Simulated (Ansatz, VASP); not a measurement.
# One calculation of Be3S5, two programs

```xyz
8
Lattice="3.0518 0.0000 0.0000 0.0000 3.0518 0.0000 0.0000 0.0000 12.9221" Properties=species:S:1:pos:R:3 pbc="T T T"
Be    1.5259    1.5259    2.9963
Be    1.5259    1.5259    9.9257
Be    0.0000    0.0000    6.4610
S     0.0000    0.0000    2.3668
S     0.0000    0.0000   10.5553
S     0.0000    0.0000    0.0000
S     1.5259    1.5259    5.0802
S     1.5259    1.5259    7.8418
```

Change from the starting cell: species swapped into the Ti3Pd5 type (P4/mmm, No. 123).

Alike in both runs: functional PBE; k mesh 5 × 5 × 2; occupations gaussian, width 0.2 eV; no spin polarisation.

Ansatz relaxed the structure, and its values are those at the end. VASP's run is a single point on that final structure, the one shown.

```csv
,VASP,Ansatz
version,VASP 6.6.1,Ansatz 0.2.0
potentials or method,"VASP PAW PBE potentials, release 64 (Be, S), cutoff 600 eV","scalar-relativistic, plane waves, PAW"
valence electrons in the cell,36,36
```

VASP gave:

```
gap on the k mesh at the Fermi level (eV) : none
pressure (GPa)                            : 0.1
rms of the force components (eV/Å)        : 0.009
```

Which values does Ansatz return?

gap on the k mesh at the Fermi level (eV): none; pressure (GPa): 0.1; rms of the force components (eV/Å): 0.006.

A gap of «none» marks a metal or a gap that the smearing closes. With one functional, cell and mesh, what is left measures potentials, basis and numerics.

The k mesh is coarse, so the values compare programs but aren't converged.
